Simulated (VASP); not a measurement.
Input of a VASP 6.6.1 run:

The input INCAR:

```
SYSTEM = C
AGGAC    = 1.0          
AGGAX    = 1.0          
ALDAC    = 0.0          
ALDAX    = 1.0          
ALGO     = Normal         ! electronic algorithm
EDIFF    = 1E-6           ! SCF threshold, eV
EDIFFG   = -0.01          ! ionic threshold
ENCUT    = 600            ! plane-wave cutoff, eV
GGA      = B5             ! functional
IBRION   = 2              ! ionic algorithm
ISIF     = 3              ! what is computed and relaxed
ISMEAR   = -1             ! smearing method
IVDW     = 12             ! dispersion correction
LASPH    = .TRUE.         ! aspherical terms in the spheres
LCHARG   = .FALSE.        ! write CHGCAR
LREAL    = .FALSE.        ! projectors in reciprocal space
LWAVE    = .FALSE.        ! write WAVECAR
NELM     = 100            ! most SCF steps
NSW      = 80             ! ionic steps
PREC     = Accurate       ! precision mode
SIGMA    = 0.1            ! smearing width, eV
VDW_A1   = 0.4298       
VDW_A2   = 4.2359       
VDW_S6   = 1.0          
VDW_S8   = 2.6996
```

File KPOINTS:

```
k-points
0
G
  15 15 4
  0 0 0
```

The input POSCAR:

```
C
1.0
    2.4561700000      0.0000000000      0.0000000000
   -1.2280850000      2.1271060000      0.0000000000
    0.0000000000      0.0000000000      8.5238030000
C
2
Direct
    0.3333333333      0.6666666667      0.0000000000
    0.6666666667      0.3333333333      0.0000000000
```

Potentials or basis: VASP PAW PBE potentials, release 64 (C).

Launch:

```console
$ cat potpaw_PBE.64/C/POTCAR > POTCAR
$ mpirun -np 1 vasp_std > vasp.out
```

(1) Predict the band gap on the k mesh.

(2) Estimate the relaxed cell.

(3) What does it give for the relaxed volume?

## Answers

(1) zero (band 4 reaches 5.46 eV, above the bottom of band 5 at 4.28 eV).

(2) a = 2.469 Å, b = 2.469 Å, c = 3.437 Å, α = 90.00°, β = 90.00°, γ = 120.00°.

(3) 9.07 Å³/atom.

Caveat: the volume moved by over 15 % at a fixed basis, so the end points are rough; the PAW data sets were made with another functional, which shifts forces and pressure a little.
